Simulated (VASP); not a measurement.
# MgC2 (P-3m1) in VASP: a series of runs

MgC2 is run at these levels: PBE; tasks: single point, relaxation of cell and atoms.

All numbers are computed with VASP 6.6.1; they aren't measurements. Logs are shortened: lines on timing, memory, paths and dates and some standing lists are left out, and cuts for length are marked.

## 1. The cell of the first run

It takes space group P-3m1 (No. 164, trigonal). Conventional cell: a = 2.647 Å, b = 2.647 Å, c = 4.159 Å, α = 90.00°, β = 90.00°, γ = 120.00°. Within 3.2 Å of Mg (site symmetry -3m) lie 12 C at 2.39 to 2.78 Å and 6 Mg at 2.65 Å. Within 2.1 Å of C (site symmetry 3m) lie 3 C at 1.60 Å.

The cell was built from a structure type or drawn by symmetry, and may not be a known phase.

## 2. Single point, PBE

INCAR

```
  ALGO = Normal
  EDIFF = 1E-7
  ENCUT = 520
  GGA = PE
  ISIF = 2
  ISMEAR = 0
  LASPH = T
  LCHARG = F
  LREAL = F
  LWAVE = F
  NBANDS = 12
  NELM = 100
  PREC = Accurate
  SIGMA = 0.02
```

KPOINTS

```
k-points
0
Gamma
  15 15 10
```

POSCAR

```
MgC2
1.0
    2.6469901460      0.0000000000      0.0000000000
   -1.3234950730      2.2923607100      0.0000000000
    0.0000000000      0.0000000000      4.1585745788
Mg C
1 2
Direct
    0.0000000000      0.0000000000      0.0000000000
    0.6666666667      0.3333333333      0.5586921088
    0.3333333333      0.6666666667      0.4413078912
```

Potentials or basis: VASP PAW PBE potentials, release 64 (Mg, C).

Command:

```
cat potpaw_PBE.64/Mg/POTCAR potpaw_PBE.64/C/POTCAR > POTCAR
mpirun -np 1 vasp_std > vasp.out
```

OUTCAR:

```text
EDIFF = 1E-7
   ENCUT = 520
   GGA = PE
   ISIF = 2
   ISMEAR = 0
   LASPH = T
   LREAL = F
   NELM = 100
   PREC = Accurate

 ion  position               nearest neighbor table
   1  0.000  0.000  0.000-   2 2.39   3 2.39   3 2.39   2 2.39   2 2.39   3 2.39   2 2.78   3 2.78
                             3 2.78   2 2.78   2 2.78   3 2.78
   2  0.667  0.333  0.559-   3 1.60   3 1.60   3 1.60   1 2.39   1 2.39   1 2.39   1 2.78   1 2.78
                             1 2.78
   3  0.333  0.667  0.441-   2 1.60   2 1.60   2 1.60   1 2.39   1 2.39   1 2.39   1 2.78   1 2.78
                             1 2.78

  LATTYP: Found a hexagonal cell.
 ALAT       =     2.6469901460
 C/A-ratio  =     1.5710578240

  Lattice vectors:

 A1 = (   2.6469901460,   0.0000000000,   0.0000000000)
 A2 = (  -1.3234950730,   2.2923607100,   0.0000000000)
 A3 = (   0.0000000000,   0.0000000000,   4.1585745788)

Analysis of symmetry for initial positions (statically):
=====================================================================
 Subroutine PRICEL returns:
 Original cell was already a primitive cell.

 Routine SETGRP: Setting up the symmetry group for a
 hexagonal supercell.

 Subroutine GETGRP returns: Found 12 space group operations
 (whereof 12 operations were pure point group operations)
 out of a pool of 24 trial point group operations.

The static configuration has the point symmetry D_3d.

Analysis of symmetry for dynamics (positions and initial velocities):
=====================================================================
 Subroutine PRICEL returns:
 Original cell was already a primitive cell.

 Routine SETGRP: Setting up the symmetry group for a
 hexagonal supercell.

 Subroutine GETGRP returns: Found 12 space group operations
 (whereof 12 operations were pure point group operations)
 out of a pool of 24 trial point group operations.

The dynamic configuration has the point symmetry D_3d.

 Subroutine INISYM returns: Found 12 space group operations
 (whereof 12 operations are pure point group operations),
 and found     1 'primitive' translations

----------------------------------------------------------------------------------------

                                     Primitive cell

  volume of cell :      25.2336

  direct lattice vectors                    reciprocal lattice vectors
     2.646990146  0.000000000  0.000000000     0.377787579  0.218115761  0.000000000
    -1.323495073  2.292360710  0.000000000     0.000000000  0.436231521  0.000000000
     0.000000000  0.000000000  4.158574579     0.000000000  0.000000000  0.240467011

  length of vectors
     2.646990146  2.646990146  4.158574579     0.436231521  0.436231521  0.240467011

  position of ions in fractional coordinates (direct lattice)
     0.000000000  0.000000000  0.000000000
     0.666666667  0.333333333  0.558692109
     0.333333333  0.666666667  0.441307891

  ion indices of the primitive-cell ions
   primitive index   ion index
                 1           1
                 2           2
                 3           3

----------------------------------------------------------------------------------------

 KPOINTS: k-points

Automatic generation of k-mesh.
 Grid dimensions read from file:
 generate k-points for:   15   15   10

 Generating k-lattice:

  Cartesian coordinates                     Fractional coordinates (reciprocal lattice)
     0.025185839  0.014541051  0.000000000     0.066666667  0.000000000  0.000000000
     0.000000000  0.029082101  0.000000000     0.000000000  0.066666667  0.000000000
     0.000000000  0.000000000  0.024046701     0.000000000  0.000000000  0.100000000

  Length of vectors
     0.029082101  0.029082101  0.024046701

  Shift w.r.t. Gamma in fractional coordinates (k-lattice)
     0.000000000  0.000000000  0.000000000

 Subroutine IBZKPT returns following result:
 ===========================================

 Found    238 irreducible k-points:

 Following reciprocal coordinates:
            Coordinates               Weight
  0.000000  0.000000  0.000000      1.000000
  0.066667 -0.000000  0.000000      6.000000
  0.133333 -0.000000  0.000000      6.000000
  0.200000 -0.000000  0.000000      6.000000
  0.266667 -0.000000  0.000000      6.000000
  0.333333 -0.000000  0.000000      6.000000
[... 16 lines left out ...]
  0.333333  0.200000  0.000000     12.000000
  0.400000  0.200000  0.000000      6.000000
 [... further k-points ...]
   k-points           NKPTS =    238   k-points in BZ     NKDIM =    238   number of bands    NBANDS=     12
   number of dos      NEDOS =    301   number of ions     NIONS =      3
   total plane-waves  NPLWV =  12800
   dimension x,y,z NGX =    20 NGY =   20 NGZ =   32
   dimension x,y,z NGXF=    40 NGYF=   40 NGZF=   64
   ions per type =               1   2
   NGX,Y,Z   is equivalent  to a cutoff of  12.56, 12.56, 12.79 a.u.
   NGXF,Y,Z  is equivalent  to a cutoff of  25.12, 25.12, 25.59 a.u.
 SYSTEM =  unknown system
   PREC   = accura    normal or accurate (medium, high low for compatibility)
   ISTART =      0    job   : 0-new  1-cont  2-samecut
   ICHARG =      2    charge: 1-file 2-atom 10-const
   ISPIN  =      1    spin polarized calculation?
   LNONCOLLINEAR =      F non collinear calculations
   LSORBIT =      F    spin-orbit coupling
   LASPH  =      T    aspherical Exc in radial PAW
   ENCUT  =  520.0 eV  38.22 Ry    6.18 a.u.   4.92  4.92  7.73*2*pi/ulx,y,z
   NELM   =    100;   NELMIN=  2; NELMDL= -5     # of ELM steps
   EDIFF  = 0.1E-06   stopping-criterion for ELM
   LREAL  =      F    real-space projection
   EDIFFG = 0.1E-05   stopping-criterion for IOM
   NSW    =      0    number of steps for IOM
   IBRION =     -1    ionic relax: 0-MD 1-quasi-New 2-CG
   NFREE  =      0    steps in history (QN), initial steepest desc. (CG)
   ISIF   =      2    stress and relaxation
   ISYM   =      2    0-nonsym 1-usesym 2-fastsym
   POTIM  = 0.5000    time-step for ionic-motion
   TEBEG  =    0.0;   TEEND  =   0.0 temperature during run
   PSTRESS=    0.0 pullay stress
   NELECT =      10.0000    total number of electrons
   NUPDOWN=      -1.0000    fix difference up-down
   EMIN   =  10.00;   EMAX   =-10.00  energy-range for DOS
   EFERMI =   0.00;   METHOD = LEGACY
   ISMEAR =     0;   SIGMA  =   0.02  broadening in eV -4-tet -1-fermi 0-gaus
   EFERMI_NEDOS =   21; number of points for ismear=-14 and -15
   IALGO  =     38    algorithm
   IMIX   =      4    mixing-type and parameters
     AMIX     =   0.40;   BMIX     =  1.00
     AMIX_MAG =   1.60;   BMIX_MAG =  1.00
  volume/ion in A,a.u.               =       8.41        56.76
  Fermi-wavevector in a.u.,A,eV,Ry     =   1.202490  2.272377 19.673791  1.445983
  Thomas-Fermi vector in A             =   2.338270
   LORBIT       =      0    0 simple, 1 ext, 2 COOP (PROOUT), +10 PAW based schemes
   GGA     = PE    functional components
   LHFCALC =     F    Hartree Fock is set to
   AEXX    =    0.0000 exact exchange contribution
   IVDW    =     0    specifies the selected vdW correction
   LEPSILON=     F    determine dielectric tensor
   LRPA    =     F    only Hartree local field effects (RPA)
 non-spin polarized calculation
 Gauss-broadening in eV      SIGMA  =   0.02
  energy-cutoff  :      520.00
  volume of cell :       25.23
 maximum number of plane-waves:       699
   NGX =  9   NGY =  9   NGZ = 15

 number of electron      10.0000000 magnetization

 number of electron       9.9999999 magnetization

 Free energy of the ion-electron system (eV)
  ---------------------------------------------------
  ext. energy  EPLUGINS =         0.00000000
  ---------------------------------------------------
  free energy    TOTEN  =       -18.10365308 eV

  energy without entropy =      -18.10365308  energy(sigma->0) =      -18.10365308

 E-fermi :   9.3043     XC(G=0): -11.6695

 val. band max:        9.2363043493   @ k =   0.0000   0.0000   0.5000
 cond. band min:       9.3747901091   @ k =   0.4000   0.0000   0.1000
 fundamental gap:      0.1384857597
 Fermi energy:         9.3042918351

 k-point     1 :       0.0000    0.0000    0.0000
  band No.  band energies     occupation
      1     -10.9322      2.00000
      2      -0.5644      2.00000
      3       2.8030      2.00000
      4       5.4429      2.00000
      5       5.4429      2.00000
      6      13.4607      0.00000
      7      13.4607      0.00000
      8      14.7449      0.00000
      9      14.8396      0.00000
     10      21.4060      0.00000
     11      23.0752      0.00000
     12      24.9562      0.00000

 k-point     2 :       0.0667   -0.0000    0.0000
  band No.  band energies     occupation
      1     -10.8330      2.00000
      2      -0.4663      2.00000
      3       2.9136      2.00000
      4       4.9492      2.00000
      5       5.2459      2.00000
      6      13.3493      0.00000
      7      13.7662      0.00000
      8      14.7191      0.00000
      9      15.0600      0.00000
     10      21.1706      0.00000
     11      23.2410      0.00000
     12      23.9872      0.00000

 k-point     3 :       0.1333   -0.0000    0.0000
  band No.  band energies     occupation
      1     -10.5362      2.00000
      2      -0.1740      2.00000
      3       3.2399      2.00000
      4       3.7052      2.00000
      5       4.7520      2.00000
      6      12.9022      0.00000
      7      14.3371      0.00000
      8      14.5565      0.00000
      9      15.9398      0.00000
     10      20.1204      0.00000
     11      22.7705      0.00000
     12      23.6895      0.00000
[... 286 lines left out ...]
 k-point    23 :       0.3333    0.2000    0.0000
  band No.  band energies     occupation
      1      -6.3431      2.00000
      2      -3.3676      2.00000
      3       0.0740      2.00000
      4       3.6445      2.00000
      5       5.9060      2.00000
      6       9.8790      0.00000
      7      12.1085      0.00000
      8      14.1270      0.00000
      9      15.1935      0.00000
     10      18.1857      0.00000
     11      19.5568      0.00000
     12      24.4587      0.00000

 k-point    24 :       0.4000    0.2000    0.0000
  band No.  band energies     occupation
      1      -5.6002      2.00000
      2      -4.2130      2.00000
      3      -0.0628      2.00000
      4       4.1162      2.00000
      5       5.7024      2.00000
      6      10.1467      0.00000
      7      11.4601      0.00000
      8      13.9469      0.00000
      9      15.0939      0.00000
     10      18.2442      0.00000
     11      19.9317      0.00000
     12      24.8743      0.00000

 [... further k-points ...]

------------------------ aborting loop because EDIFF is reached ----------------------------------------

  FORCE on cell =-STRESS in cart. coord.  units (eV):
  Direction    XX          YY          ZZ          XY          YZ          ZX
  --------------------------------------------------------------------------------------
  -------------------------------------------------------------------------------------
  Total        0.0319706      0.0319706     -0.0579996      0.0000000     -0.0000000      0.0000000
  in kB        2.0299341      2.0299341     -3.6826088      0.0000000     -0.0000000      0.0000000
  external PRESSURE =       0.1257531 kB  Pullay stress =       0.0000000 kB

 VOLUME and BASIS-vectors are now :
 -----------------------------------------------------------------------------
  energy-cutoff  :      520.00
  volume of cell :       25.23
      direct lattice vectors                 reciprocal lattice vectors
     2.646990146  0.000000000  0.000000000     0.377787579  0.218115761  0.000000000
    -1.323495073  2.292360710  0.000000000     0.000000000  0.436231521  0.000000000
     0.000000000  0.000000000  4.158574579     0.000000000  0.000000000  0.240467011

 POSITION                                       TOTAL-FORCE (eV/Angst)
 -----------------------------------------------------------------------------------
      0.00000      0.00000      0.00000         0.000000      0.000000      0.000000
      1.32350      0.76412      2.32336        -0.000000     -0.000000      0.015826
     -0.00000      1.52824      1.83521         0.000000     -0.000000     -0.015826
 -----------------------------------------------------------------------------------
    total drift:                                0.000000     -0.000000     -0.000000

  FREE ENERGIE OF THE ION-ELECTRON SYSTEM (eV)
  ---------------------------------------------------
  free  energy   TOTEN  =       -18.1036530762 eV

  energy  without entropy=      -18.1036530760  energy(sigma->0) =      -18.10365308
```

Run time: 25 s. Hardware: 1 thread of Intel Xeon 6975P-C (Granite Rapids), shared host; peak memory 0.19 GiB.

Results:

```yaml
Free_energy: -18.1037 eV
Pressure: 0.0 GPa
Largest_force: 0.016 eV/Å
Band_gap_on_the_k_mesh: 0.14 eV (least direct gap 0.21 eV)
```

Forces on the atoms (eV/Å):
```
Mg   0.000  0.000  0.000
C    0.000  0.000  0.016
C    0.000  0.000 -0.016
```

Levels at points of the mesh, in eV from the valence-band top:
| k point | band 1 | band 2 | band 3 | band 4 | band 5 | band 6 | band 7 | band 8 | band 9 | band 10 |
| --- | --- | --- | --- | --- | --- | --- | --- | --- | --- | --- |
| (0.00, 0.00, 0.00) | -20.17 | -9.80 | -6.43 | -3.79 | -3.79 | 4.22 | 4.22 | 5.51 | 5.60 | 12.17 |
| (0.00, 0.00, 0.50) | -19.94 | -11.98 | -3.76 | -3.76 | 0.00 | 0.21 | 4.16 | 4.16 | 5.70 | 10.27 |

Caveat: an odd mesh through Γ misses points on the zone boundary, where band edges can lie.

## 3. Relaxation of cell and atoms, PBE

This run uses another cell than the first one, of 8.35 Å³/atom.

INCAR

```
ALGO = Normal
EDIFF = 1E-6
EDIFFG = -0.01
ENCUT = 600
GGA = PE
IBRION = 2
ISIF = 3
ISMEAR = 0
LASPH = True
LCHARG = False
LREAL = False
LWAVE = False
NELM = 100
NSW = 100
PREC = Accurate
SIGMA = 0.02
```

KPOINTS is that of step 2.

POSCAR

```
MgC2
1.0
    2.6542999236      0.0000000000      0.0000000000
   -1.3271499618      2.2986911631      0.0000000000
    0.0000000000      0.0000000000      4.1049381259
Mg C
1 2
Direct
    0.0000000000      0.0000000000      0.0000000000
    0.6666666667      0.3333333333      0.5617701062
    0.3333333333      0.6666666667      0.4382298938
```

Potentials or basis: VASP PAW PBE potentials, release 64 (Mg, C).

Command:

```
cat potpaw_PBE.64/Mg/POTCAR potpaw_PBE.64/C/POTCAR > POTCAR
mpirun -np 1 vasp_std > vasp.out
```

Wall time 78 s (1 thread of Intel Xeon 6975P-C (Granite Rapids), shared host); peak memory 0.22 GiB.

Results (log left out):

```
Free energy                           : -18.1061 eV
Relaxed volume                        : 8.39 Å³/atom
Relaxed cell                          : a = 2.648 Å, b = 2.648 Å, c = 4.144 Å, α = 90.00°, β = 90.00°, γ = 120.00°
Space group after relaxing (to 0.1 Å) : P-3m1 (No. 164)
Energy gained by relaxing             : 0.8 meV/atom
Ionic steps                           : 7
Pressure after relaxing               : 0.0 GPa
Band gap on the k mesh                : 0.15 eV (least direct gap 0.29 eV)
```

The path:
```
step  energy change (eV)  largest force (eV/Å)  pressure (GPa)  volume (Å³)
   1              0.0000                0.1699           -0.27        25.05
   2             -0.0014                0.0610            0.71        24.99
   3             -0.0014                0.0296            0.57        25.00
   4             -0.0023                0.0030            0.36        25.09
   5             -0.0025                0.0122            0.27        25.13
   6             -0.0025                0.0088           -0.24        25.19
   7             -0.0025                0.0012           -0.01        25.16
```

Final structure:
```xyz
3
Lattice="2.6480 0.0000 0.0000 -1.3240 2.2932 0.0000 0.0000 0.0000 4.1441" Properties=species:S:1:pos:R:3 pbc="T T T"
Mg    0.0000    0.0000    0.0000
C     1.3240    0.7644    2.3176
C     0.0000    1.5288    1.8265
```

Levels at points of the mesh, in eV from the valence-band top:
| k point | band 3 | band 4 | band 5 | band 6 | band 7 | band 8 |
| --- | --- | --- | --- | --- | --- | --- |
| (0.00, 0.00, 0.00) | -6.43 | -3.81 | -3.81 | 4.18 | 4.18 | 5.46 |
| (0.00, 0.00, 0.50) | -3.77 | -3.77 | 0.00 | 0.29 | 4.12 | 4.12 |

Caveat: an odd mesh through Γ misses points on the zone boundary, where band edges can lie.

## 4. Single point, PBE

This run uses another cell than the first one, of 8.35 Å³/atom.

INCAR

```
SYSTEM = MgC2
PREC = Accurate
ENCUT = 520
EDIFF = 1E-6
ISMEAR = 0
SIGMA = 0.1
LREAL = .FALSE.
LASPH = .TRUE.
NELM = 100
ALGO = Fast
ISIF = 2
LWAVE = .FALSE.
LCHARG = .FALSE.
GGA = PE
NBANDS = 12
```

KPOINTS

```
regular mesh
0
G
  9 9 4
  0 0 0
```

POSCAR is that of step 3.

Command:

```
cat potpaw_PBE.64/Mg/POTCAR potpaw_PBE.64/C/POTCAR > POTCAR
mpirun -np 1 vasp_std > vasp.out
```

It took 5.6 s on 1 thread of Intel Xeon 6975P-C (Granite Rapids), shared host; peak memory 0.14 GiB.

Results (log left out):

```
Free energy            : -18.0806 eV
Pressure               : -0.1 GPa
Largest force          : 0.013 eV/Å
Band gap on the k mesh : 0.31 eV (least direct gap 0.64 eV)
```

Forces on the atoms (eV/Å):
```
Mg   0.000  0.000  0.000
C    0.000  0.000 -0.013
C    0.000  0.000  0.013
```

Stress tensor (GPa, compression positive):
```
 0.22  0.00  0.00
 0.00  0.22  0.00
 0.00  0.00 -0.65
```

Levels at points of the mesh, in eV from the valence-band top:
```tsv
k point	band 1	band 2	band 3	band 4	band 5	band 6	band 7	band 8	band 9	band 10
(0.00, 0.00, 0.00)	-20.12	-9.75	-6.36	-3.74	-3.74	4.11	4.11	5.35	5.71	12.71
(0.00, 0.00, 0.50)	-19.87	-12.03	-3.69	-3.69	0.00	0.64	4.03	4.03	5.55	10.56
```

Caveat: an odd mesh through Γ misses points on the zone boundary, where band edges can lie.

[end of part 1 of 2]
